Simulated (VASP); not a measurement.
# GaAs (P-6m2) in VASP: notebook, part 2 of 2

VASP 6.6.1.

**3. Single point, PBE**

Contents of INCAR:

```
SYSTEM = GaAs
ALGO = Normal
EDIFF = 1E-7
ENCUT = 520
GGA = PE
ISIF = 2
ISMEAR = -1
LASPH = .TRUE.
LCHARG = .FALSE.
LREAL = .FALSE.
LWAVE = .FALSE.
NBANDS = 16
NELM = 100
PREC = Accurate
SIGMA = 0.05
```

Contents of KPOINTS:

```
k-points
0
G
  9 9 8
  0 0 0
```

Contents of POSCAR:

```
GaAs
1.0
    3.6064012100      0.0000000000      0.0000000000
   -1.8032006000      3.1232350600      0.0000000000
    0.0000000000      0.0000000000      3.5731941600
Ga As
1 1
Direct
    0.3333333300      0.6666666700      0.5000000000
    0.0000000000      0.0000000000      0.0000000000
```

Potentials or basis: VASP PAW PBE potentials, release 64 (Ga_d, As).

Command:

```console
$ cat potpaw_PBE.64/Ga_d/POTCAR potpaw_PBE.64/As/POTCAR > POTCAR
$ mpirun -np 1 vasp_std > vasp.out
```

OUTCAR:

```text
SYSTEM = GaAs
   EDIFF = 1E-7
   ENCUT = 520
   GGA = PE
   ISIF = 2
   ISMEAR = -1
   LASPH = .TRUE.
   LREAL = .FALSE.
   NELM = 100
   PREC = Accurate

 ion  position               nearest neighbor table
   1  0.333  0.667  0.500-   2 2.74   2 2.74   2 2.74   2 2.74   2 2.74   2 2.74
   2  0.000  0.000  0.000-   1 2.74   1 2.74   1 2.74   1 2.74   1 2.74   1 2.74

  LATTYP: Found a hexagonal cell.
 ALAT       =     3.6064012100
 C/A-ratio  =     0.9907921920

  Lattice vectors:

 A1 = (   3.6064012100,   0.0000000000,   0.0000000000)
 A2 = (  -1.8032006000,   3.1232350600,   0.0000000000)
 A3 = (   0.0000000000,   0.0000000000,   3.5731941600)

Analysis of symmetry for initial positions (statically):
=====================================================================
 Subroutine PRICEL returns:
 Original cell was already a primitive cell.

 Routine SETGRP: Setting up the symmetry group for a
 hexagonal supercell.

 Subroutine GETGRP returns: Found 12 space group operations
 (whereof 12 operations were pure point group operations)
 out of a pool of 24 trial point group operations.

The static configuration has the point symmetry D_3h.

Analysis of symmetry for dynamics (positions and initial velocities):
=====================================================================
 Subroutine PRICEL returns:
 Original cell was already a primitive cell.

 Routine SETGRP: Setting up the symmetry group for a
 hexagonal supercell.

 Subroutine GETGRP returns: Found 12 space group operations
 (whereof 12 operations were pure point group operations)
 out of a pool of 24 trial point group operations.

The dynamic configuration has the point symmetry D_3h.

 Subroutine INISYM returns: Found 12 space group operations
 (whereof 12 operations are pure point group operations),
 and found     1 'primitive' translations

----------------------------------------------------------------------------------------

                                     Primitive cell

  volume of cell :      40.2472

  direct lattice vectors                    reciprocal lattice vectors
     3.606401210  0.000000000  0.000000000     0.277284734  0.160090416  0.000000000
    -1.803200600  3.123235060  0.000000000     0.000000000  0.320180832  0.000000000
     0.000000000  0.000000000  3.573194160     0.000000000  0.000000000  0.279861646

  length of vectors
     3.606401210  3.606401204  3.573194160     0.320180831  0.320180832  0.279861646

  position of ions in fractional coordinates (direct lattice)
     0.333333330  0.666666670  0.500000000
     0.000000000  0.000000000  0.000000000

  ion indices of the primitive-cell ions
   primitive index   ion index
                 1           1
                 2           2

----------------------------------------------------------------------------------------

 KPOINTS: k-points

Automatic generation of k-mesh.
 Grid dimensions read from file:
 generate k-points for:    9    9    8

 Generating k-lattice:

  Cartesian coordinates                     Fractional coordinates (reciprocal lattice)
     0.030809415  0.017787824  0.000000000     0.111111111  0.000000000  0.000000000
     0.000000000  0.035575648  0.000000000     0.000000000  0.111111111  0.000000000
     0.000000000  0.000000000  0.034982706     0.000000000  0.000000000  0.125000000

  Length of vectors
     0.035575648  0.035575648  0.034982706

  Shift w.r.t. Gamma in fractional coordinates (k-lattice)
     0.000000000  0.000000000  0.000000000

 Subroutine IBZKPT returns following result:
 ===========================================

 Found     60 irreducible k-points:

 Following reciprocal coordinates:
            Coordinates               Weight
  0.000000  0.000000  0.000000      1.000000
  0.111111  0.000000  0.000000      6.000000
  0.222222  0.000000  0.000000      6.000000
  0.333333 -0.000000  0.000000      6.000000
  0.444444  0.000000  0.000000      6.000000
  0.111111  0.111111  0.000000      6.000000
[... 16 lines left out ...]
  0.333333  0.222222  0.125000     24.000000
  0.333333  0.333333  0.125000      4.000000
 [... further k-points ...]
   k-points           NKPTS =     60   k-points in BZ     NKDIM =     60   number of bands    NBANDS=     16
   number of dos      NEDOS =    301   number of ions     NIONS =      2
   total plane-waves  NPLWV =  21952
   dimension x,y,z NGX =    28 NGY =   28 NGZ =   28
   dimension x,y,z NGXF=    56 NGYF=   56 NGZF=   56
   ions per type =               1   1
   NGX,Y,Z   is equivalent  to a cutoff of  12.91, 12.91, 13.03 a.u.
   NGXF,Y,Z  is equivalent  to a cutoff of  25.81, 25.81, 26.05 a.u.
 SYSTEM =  GaAs
   PREC   = accura    normal or accurate (medium, high low for compatibility)
   ISTART =      0    job   : 0-new  1-cont  2-samecut
   ICHARG =      2    charge: 1-file 2-atom 10-const
   ISPIN  =      1    spin polarized calculation?
   LNONCOLLINEAR =      F non collinear calculations
   LSORBIT =      F    spin-orbit coupling
   LASPH  =      T    aspherical Exc in radial PAW
   ENCUT  =  520.0 eV  38.22 Ry    6.18 a.u.   6.71  6.71  6.64*2*pi/ulx,y,z
   NELM   =    100;   NELMIN=  2; NELMDL= -5     # of ELM steps
   EDIFF  = 0.1E-06   stopping-criterion for ELM
   LREAL  =      F    real-space projection
   EDIFFG = 0.1E-05   stopping-criterion for IOM
   NSW    =      0    number of steps for IOM
   IBRION =     -1    ionic relax: 0-MD 1-quasi-New 2-CG
   NFREE  =      0    steps in history (QN), initial steepest desc. (CG)
   ISIF   =      2    stress and relaxation
   ISYM   =      2    0-nonsym 1-usesym 2-fastsym
   POTIM  = 0.5000    time-step for ionic-motion
   TEBEG  =    0.0;   TEEND  =   0.0 temperature during run
   PSTRESS=    0.0 pullay stress
   NELECT =      18.0000    total number of electrons
   NUPDOWN=      -1.0000    fix difference up-down
   EMIN   =  10.00;   EMAX   =-10.00  energy-range for DOS
[... 5 lines left out ...]
     AMIX     =   0.40;   BMIX     =  1.00
     AMIX_MAG =   1.60;   BMIX_MAG =  1.00
  volume/ion in A,a.u.               =      20.12       135.80
  Fermi-wavevector in a.u.,A,eV,Ry     =   1.251951  2.365844 21.325507  1.567381
  Thomas-Fermi vector in A             =   2.385874
   LORBIT       =      0    0 simple, 1 ext, 2 COOP (PROOUT), +10 PAW based schemes
   GGA     = PE    functional components
   LHFCALC =     F    Hartree Fock is set to
   AEXX    =    0.0000 exact exchange contribution
   IVDW    =     0    specifies the selected vdW correction
   LEPSILON=     F    determine dielectric tensor
   LRPA    =     F    only Hartree local field effects (RPA)
 non-spin polarized calculation
  energy-cutoff  :      520.00
  volume of cell :       40.25
 maximum number of plane-waves:      1102
 NGX is ok and might be reduce to    28
   NGX = 13   NGY = 13   NGZ = 13

 number of electron      18.0000006 magnetization

 Free energy of the ion-electron system (eV)
  ---------------------------------------------------
  ext. energy  EPLUGINS =         0.00000000
  ---------------------------------------------------
  free energy    TOTEN  =        -7.40209773 eV

  energy without entropy =       -7.39428306  energy(sigma->0) =       -7.39819039

 E-fermi :   5.0796     XC(G=0): -10.4872

 val. band max:        5.0556617302   @ k =   0.3333   0.2222   0.2500
 cond. band min:       5.1281691887   @ k =   0.1111   0.0000   0.3750
 fundamental gap:      0.0725074584
 Fermi energy:         5.0796469280

 k-point     1 :       0.0000    0.0000    0.0000
  band No.  band energies     occupation
      1      -9.6633      2.00000
      2      -9.6579      2.00000
      3      -9.6579      2.00000
      4      -9.6047      2.00000
      5      -9.6047      2.00000
      6      -7.9699      2.00000
[... 8 lines left out ...]
     15      15.5662      0.00000
     16      18.8778      0.00000

 k-point     2 :       0.1111    0.0000    0.0000
  band No.  band energies     occupation
      1      -9.6653      2.00000
      2      -9.6580      2.00000
      3      -9.6513      2.00000
      4      -9.6093      2.00000
      5      -9.6055      2.00000
      6      -7.8081      2.00000
[... 8 lines left out ...]
     15      15.2019      0.00000
     16      17.9974      0.00000
[... 387 lines left out ...]
      5      -9.6143      2.00000
      6      -5.5319      2.00000
[... 8 lines left out ...]
     15      15.5398      0.00000
     16      16.9005      0.00000

 k-point    24 :       0.3333    0.3333    0.1250
  band No.  band energies     occupation
      1      -9.6828      2.00000
      2      -9.6409      2.00000
      3      -9.6304      2.00000
      4      -9.6241      2.00000
      5      -9.6196      2.00000
      6      -5.3034      2.00000
[... 8 lines left out ...]
     15      16.0018      0.00000
     16      16.0238      0.00000

 [... further k-points ...]
[... 5 lines left out ...]
  --------------------------------------------------------------------------------------
  -------------------------------------------------------------------------------------
  Total        0.2287586      0.2287586     -0.7465378      0.0000000     -0.0000000     -0.0000000
  in kB        9.1065249      9.1065249    -29.7185116      0.0000000     -0.0000000     -0.0000000
  external PRESSURE =      -3.8351540 kB  Pullay stress =       0.0000000 kB

 VOLUME and BASIS-vectors are now :
 -----------------------------------------------------------------------------
  energy-cutoff  :      520.00
  volume of cell :       40.25
      direct lattice vectors                 reciprocal lattice vectors
     3.606401210  0.000000000  0.000000000     0.277284734  0.160090416  0.000000000
    -1.803200600  3.123235060  0.000000000     0.000000000  0.320180832  0.000000000
     0.000000000  0.000000000  3.573194160     0.000000000  0.000000000  0.279861646

 POSITION                                       TOTAL-FORCE (eV/Angst)
 -----------------------------------------------------------------------------------
     -0.00000      2.08216      1.78660         0.000000     -0.000000      0.000000
      0.00000      0.00000      0.00000        -0.000000      0.000000      0.000000
 -----------------------------------------------------------------------------------
    total drift:                                0.000008     -0.000005      0.000000

  FREE ENERGIE OF THE ION-ELECTRON SYSTEM (eV)
  ---------------------------------------------------
  free  energy   TOTEN  =        -7.4020977285 eV

  energy  without entropy=       -7.3942830557  energy(sigma->0) =       -7.39819039
```

It took 14 s on 1 thread of Intel Xeon 6975P-C (Granite Rapids), shared host; peak memory 0.18 GiB.

What came out:

```yaml
Free_energy: -7.4021 eV
Pressure: -0.4 GPa
Band_gap_on_the_k_mesh: zero (band 9 reaches 6.74 eV, above the bottom of band 10 at 2.78 eV)
```

**4. Single point, HSE06**

This run uses another cell than the first one, of 20.46 Å³/atom, 1.017 times its volume.

Contents of POSCAR:

```
GaAs
1.0
    3.9445839655     -0.0000000032      0.0000000000
   -1.9722919800      3.4161099230      0.0000000000
    0.0000000000      0.0000000000      3.0373257597
Ga As
1 1
Direct
    0.3333333333      0.6666666667      0.5000000000
    0.0000000000      0.0000000000      0.0000000000
```

Contents of INCAR.step1:

```
SYSTEM = GaAs
  ALGO = Normal
  EDIFF = 1E-5
  ENCUT = 520
  GGA = PE
  ISIF = 2
  ISMEAR = -1
  LASPH = .TRUE.
  LCHARG = .FALSE.
  LREAL = .FALSE.
  LWAVE = .TRUE.
  NBANDS = 16
  NELM = 80
  PREC = Accurate
  SIGMA = 0.05
```

Contents of INCAR.step2:

```
SYSTEM = GaAs
  ALGO = Normal
  EDIFF = 1E-6
  ENCUT = 520
  GGA = PE
  HFSCREEN = 0.2079
  ISIF = 2
  ISMEAR = -1
  ISTART = 1
  LASPH = .TRUE.
  LCHARG = .FALSE.
  LHFCALC = .TRUE.
  LREAL = .FALSE.
  LWAVE = .FALSE.
  NBANDS = 16
  NELM = 80
  PREC = Accurate
  PRECFOCK = Normal
  SIGMA = 0.05
```

Contents of KPOINTS:

```
k-points
0
G
  5 5 4
  0 0 0
```

Potentials or basis: VASP PAW PBE potentials, release 64 (Ga_d, As).

Command:

```console
$ cat potpaw_PBE.64/Ga_d/POTCAR potpaw_PBE.64/As/POTCAR > POTCAR
$ cp INCAR.step1 INCAR
$ mpirun -np 1 vasp_std > vasp.out
$ cp INCAR.step2 INCAR
$ mpirun -np 1 vasp_std > vasp.out
```

OUTCAR:

```text
SYSTEM = GaAs
   EDIFF = 1E-6
   ENCUT = 520
   GGA = PE
   HFSCREEN = 0.2079
   ISIF = 2
   ISMEAR = -1
   ISTART = 1
   LASPH = .TRUE.
   LHFCALC = .TRUE.
   LREAL = .FALSE.
   NELM = 80
   PREC = Accurate
   PRECFOCK = Normal

 ion  position               nearest neighbor table
   1  0.333  0.667  0.500-   2 2.74   2 2.74   2 2.74   2 2.74   2 2.74   2 2.74
   2  0.000  0.000  0.000-   1 2.74   1 2.74   1 2.74   1 2.74   1 2.74   1 2.74

  LATTYP: Found a hexagonal cell.
 ALAT       =     3.9445839655
 C/A-ratio  =     0.7699990129

  Lattice vectors:

 A1 = (   3.9445839655,  -0.0000000032,   0.0000000000)
 A2 = (  -1.9722919800,   3.4161099230,   0.0000000000)
 A3 = (   0.0000000000,   0.0000000000,   3.0373257597)

Analysis of symmetry for initial positions (statically):
=====================================================================
 Subroutine PRICEL returns:
 Original cell was already a primitive cell.

 Routine SETGRP: Setting up the symmetry group for a
 hexagonal supercell.

 Subroutine GETGRP returns: Found 12 space group operations
 (whereof 12 operations were pure point group operations)
 out of a pool of 24 trial point group operations.

The static configuration has the point symmetry D_3h.

Analysis of symmetry for dynamics (positions and initial velocities):
=====================================================================
 Subroutine PRICEL returns:
 Original cell was already a primitive cell.

 Routine SETGRP: Setting up the symmetry group for a
 hexagonal supercell.

 Subroutine GETGRP returns: Found 12 space group operations
 (whereof 12 operations were pure point group operations)
 out of a pool of 24 trial point group operations.

The dynamic configuration has the point symmetry D_3h.

 Subroutine INISYM returns: Found 12 space group operations
 (whereof 12 operations are pure point group operations),
[... 110 lines left out ...]
   LORBIT       =      0    0 simple, 1 ext, 2 COOP (PROOUT), +10 PAW based schemes
   GGA     = PE    functional components
   LHFCALC =     T    Hartree Fock is set to
   PRECFOCK=normal    Normal, Fast or Accurate (Low or Medium for compatibility)
   ENCUT4O =  -1.0   cutoff for four orbital integrals eV
   NKREDX  =     1    reduce k-point grid by
   NKREDY  =     1    reduce k-point grid by
   NKREDZ  =     1    reduce k-point grid by
   AEXX    =    0.2500 exact exchange contribution
   HFSCREEN=    0.2079 screening length (either q_TF or 0.3 A-1)
   HFSCREENC=   0.2079 screening length for correlation (either q_TF or 0.3 A-1)
   ENCUTFOCK=  -1.0 apply spherical cutoff to Coloumb kernel
   IVDW    =     0    specifies the selected vdW correction
   LEPSILON=     F    determine dielectric tensor
   LRPA    =     F    only Hartree local field effects (RPA)
 non-spin polarized calculation
  energy-cutoff  :      520.00
  volume of cell :       40.93
 maximum number of plane-waves:      1121
 NGX is ok and might be reduce to    30
  NGX = 24; NGY = 24; NGZ = 18

 number of electron      18.0000018 magnetization

 Free energy of the ion-electron system (eV)
  ---------------------------------------------------
  ext. energy  EPLUGINS =         0.00000000
  ---------------------------------------------------
  free energy    TOTEN  =        -8.88447744 eV

  energy without entropy =       -8.87635007  energy(sigma->0) =       -8.88041375

 E-fermi :   5.4038     XC(G=0):  -8.5394

 val. band max:        5.3627589157   @ k =   0.2000   0.0000   0.5000
 cond. band min:       5.4494893645   @ k =   0.2000   0.0000   0.5000
 fundamental gap:      0.0867304488
 Fermi energy:         5.4038438050

 k-point     1 :       0.0000    0.0000    0.0000
  band No.  band energies     occupation
      1     -12.9600      2.00000
      2     -12.8702      2.00000
      3     -12.8702      2.00000
      4     -12.8234      2.00000
      5     -12.8234      2.00000
      6      -9.9248      2.00000
[... 262 lines left out ...]
      3     -12.8552      2.00000
      4     -12.8306      2.00000
      5     -12.7555      2.00000
      6      -5.2804      2.00000
[... 8 lines left out ...]
     15      18.1243      0.00000
     16      18.8897      0.00000

------------------------ aborting loop because EDIFF is reached ----------------------------------------

  FORCE on cell =-STRESS in cart. coord.  units (eV):
  Direction    XX          YY          ZZ          XY          YZ          ZX
  --------------------------------------------------------------------------------------
  -------------------------------------------------------------------------------------
  Total       -0.0280305     -0.0280305     -0.0386327      0.0000000     -0.0000000      0.0000000
  in kB       -1.0972805     -1.0972805     -1.5123102      0.0000000     -0.0000000      0.0000000
  external PRESSURE =      -1.2356237 kB  Pullay stress =       0.0000000 kB

 VOLUME and BASIS-vectors are now :
 -----------------------------------------------------------------------------
  energy-cutoff  :      520.00
  volume of cell :       40.93
      direct lattice vectors                 reciprocal lattice vectors
     3.944583966 -0.000000003  0.000000000     0.253512160  0.146365313  0.000000000
    -1.972291980  3.416109923  0.000000000     0.000000000  0.292730627  0.000000000
     0.000000000  0.000000000  3.037325760     0.000000000  0.000000000  0.329236993

 POSITION                                       TOTAL-FORCE (eV/Angst)
 -----------------------------------------------------------------------------------
      0.00000      2.27741      1.51866         0.000000     -0.000000      0.000000
      0.00000      0.00000      0.00000        -0.000000      0.000000      0.000000
 -----------------------------------------------------------------------------------
    total drift:                                0.000006     -0.000003     -0.000000

  FREE ENERGIE OF THE ION-ELECTRON SYSTEM (eV)
  ---------------------------------------------------
  free  energy   TOTEN  =        -8.8844774397 eV

  energy  without entropy=       -8.8763500696  energy(sigma->0) =       -8.88041375
```

OUTCAR.step1:

```text
SYSTEM = GaAs
   EDIFF = 1E-5
   ENCUT = 520
   GGA = PE
   ISIF = 2
   ISMEAR = -1
   LASPH = .TRUE.
[... 495 lines left out ...]
      0.00000      2.27741      1.51866        -0.000000      0.000000      0.000000
      0.00000      0.00000      0.00000         0.000000     -0.000000      0.000000
 -----------------------------------------------------------------------------------
    total drift:                               -0.000001      0.000000     -0.000000

  FREE ENERGIE OF THE ION-ELECTRON SYSTEM (eV)
  ---------------------------------------------------
  free  energy   TOTEN  =        -7.5412540819 eV

  energy  without entropy=       -7.5347500048  energy(sigma->0) =       -7.53800204
```

OSZICAR.step1:

```text
N       E                     dE             d eps       ncg     rms          rms(c)
DAV:   1     0.816948085093E+02    0.81695E+02   -0.88992E+03   480   0.166E+03
DAV:   2    -0.158285046490E+01   -0.83278E+02   -0.79876E+02   536   0.324E+02
DAV:   3    -0.755020954682E+01   -0.59674E+01   -0.59429E+01   664   0.634E+01
DAV:   4    -0.763121557708E+01   -0.81006E-01   -0.80996E-01   528   0.812E+00
DAV:   5    -0.763218826676E+01   -0.97269E-03   -0.97268E-03   672   0.812E-01    0.243E+00
DAV:   6    -0.755123656061E+01    0.80952E-01   -0.11393E-01   664   0.630E+00    0.141E+00
DAV:   7    -0.754207493053E+01    0.91616E-02   -0.20803E-02   648   0.104E+00    0.521E-01
DAV:   8    -0.754118366911E+01    0.89126E-03   -0.32217E-03   600   0.584E-01    0.599E-02
DAV:   9    -0.754124488789E+01   -0.61219E-04   -0.26894E-04   616   0.173E-01    0.416E-02
DAV:  10    -0.754125408194E+01   -0.91941E-05   -0.15995E-05   552   0.352E-02
   1 F= -.75412541E+01 E0= -.75380020E+01  d E =-.650408E-02
```

It took 14 min on 1 thread of Intel Xeon Platinum 8375C at 2.90GHz (Ice Lake), shared host; peak memory 0.28 GiB.

Results:

```
Free energy            : -8.8845 eV
Pressure               : -0.1 GPa
Band gap on the k mesh : zero (band 9 reaches 7.74 eV, above the bottom of band 10 at 3.52 eV)
```

Caveat: the k points lie up to 0.52 Å⁻¹ apart; the PAW data sets were made with another functional, which shifts forces and pressure a little.

**5. Overview**

| level | cell | k mesh | smearing | grid for exact exchange (PRECFOCK) | screening parameter | gap on the mesh (eV) | pressure (GPa) |
| --- | --- | --- | --- | --- | --- | --- | --- |
| PBE | a = 3.606, b = 3.606, c = 3.573 Å, angles 90.0, 90.0, 120.0°, 2 atoms | 5 × 5 × 5 | fermi-dirac 0.03 eV | - | - | none | -0.6 |
| PBE | a = 3.606, b = 3.606, c = 3.573 Å, angles 90.0, 90.0, 120.0°, 2 atoms | 9 × 9 × 8 | fermi-dirac 0.05 eV | - | - | none | -0.4 |
| HSE06 | a = 3.945, b = 3.945, c = 3.037 Å, angles 90.0, 90.0, 120.0°, 2 atoms | 5 × 5 × 4 | fermi-dirac 0.05 eV | Normal | 0.2079 1/Å | none | -0.1 |

Alike in all rows: task single point; potentials or basis VASP PAW PBE potentials, release 64 (Ga_d, As); no spin polarisation; cutoff (eV) 520.

Caveats: some runs use coarse meshes; the PAW data sets were made with another functional, which shifts forces and pressure a little (some runs).

Absolute energies hang on the potentials; compare differences alone.
